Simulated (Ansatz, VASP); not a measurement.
AlCu: VASP beside Ansatz

The input INCAR:

```
PREC     = Accurate       # precision mode
ENCUT    = 520            # plane-wave cutoff, eV
EDIFF    = 1E-7           # SCF threshold, eV
ISMEAR   = 0              # smearing method
SIGMA    = 0.15           # smearing width, eV
LREAL    = F              # projectors in reciprocal space
LASPH    = T              # aspherical terms in the spheres
NELM     = 60             # most SCF steps
ALGO     = Fast           # electronic algorithm
ISIF     = 2              # what is computed and relaxed
LWAVE    = F              # write WAVECAR
LCHARG   = T              # write CHGCAR
GGA      = PS             # functional
LELF     = T              # ELF
LVHAR    = T            
NBANDS   = 14             # bands
```

The input KPOINTS:

```
regular mesh
0
Gamma
  20 20 20
```

POSCAR

```
AlCu
1.0
    2.9560037103      0.0332550417      0.0000000000
    0.0332550417      2.9560037103      0.0000000000
    0.0000000000      0.0000000000      2.9560037103
Al Cu
1 1
Direct
    0.0000000000      0.0000000000      0.0000000000
    0.5000000000      0.5000000000      0.5000000000
```

Input for Ansatz:

```yaml
crystal:
  lattice:
    - [2.9560037103, 0.0332550417, 0.0]
    - [0.0332550417, 2.9560037103, 0.0]
    - [0.0, 0.0, 2.9560037103]
  atoms:
    - { symbol: Al, position: [0.0, 0.0, 0.0] }
    - { symbol: Cu, position: [0.5, 0.5, 0.5] }
basis:
  ecutwfc: 420
kpoints:
  mp_grid: { grid: [20, 20, 20] }
hamiltonian:
  xc: pbesol
scf:
  occupations: { method: gaussian, width: 0.15 }
output:
  forces: true
  stress: true
  eigenvalues: true
```

Change from the starting cell: strain +0.0225 x Voigt [0, 0, 0, 0, 0, 1], atoms carried along.

Alike in both runs: task single point; functional PBEsol; k mesh 20 × 20 × 20; occupations gaussian, width 0.15 eV; no spin polarisation.

|  | VASP | Ansatz |
| --- | --- | --- |
| version | VASP 6.6.1 | Ansatz 0.2.0 |
| potentials or method | VASP PAW PBE potentials, release 64 (Al, Cu), cutoff 520 eV | scalar-relativistic, plane waves, PAW |
| valence electrons in the cell | 14 | 22 |

```csv
,VASP,Ansatz,Ansatz less VASP
gap on the k mesh at the Fermi level (eV),none,none,-
pressure (GPa),0.4,0.1,-0.29
"traceless stress, the component that is largest in VASP (GPa)",-1.00,-1.02,-0.015
```

VASP's potentials were made for PBE, not for PBEsol. A gap of «none» marks a metal or a gap that the smearing closes. With one functional, cell and mesh, what is left measures potentials, basis and numerics. VASP's potentials hold 14 valence electrons a cell and Ansatz's 22, so a difference there can come from the potentials and not from the codes.
